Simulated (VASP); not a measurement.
Input of a VASP 6.6.1 run:

File INCAR:

```
SYSTEM = TiAl
PREC = Accurate ; ENCUT = 520
EDIFF = 1E-7 ; ISMEAR = 0
SIGMA = 0.15 ; LREAL = .False.
LASPH = .True. ; NELM = 100
ALGO = Normal ; ISIF = 2
LWAVE = .False. ; LCHARG = .False.
NBANDS = 14
```

Contents of KPOINTS:

```
Automatic mesh
0
Gamma
  14 14 14
  0 0 0
```

File POSCAR:

```
TiAl
1.0
    3.2099985995      0.0000000000      0.0000000000
    0.0000000000      3.2099985995      0.0000000000
    0.0000000000      0.0000000000      3.1240862282
Ti Al
1 1
Direct
    0.0000000000      0.0000000000      0.0000000000
    0.5000000000      0.5000000000      0.5000000000
```

Potentials or basis: VASP PAW LDA potentials, release 64 (Ti_sv, Al).

The run is started by

```sh
$ cat potpaw_LDA.64/Ti_sv/POTCAR potpaw_LDA.64/Al/POTCAR > POTCAR
$ mpirun -np 1 vasp_std > vasp.out
```

Problem. Predict the band gap on the k mesh.

Solution. Zero (an odd number of electrons rules out a gap without spin polarisation).

Problem. Predict the pressure.

Solution. -5.9 GPa.

Stress tensor (GPa, compression positive):
```
-5.45  0.00  0.00
 0.00 -5.45  0.00
 0.00  0.00 -6.73
```

Caveat: the cell differs from its parent crystal (normal strain along x +0.0275, normal strain along y +0.0275); the cell stands under tension.
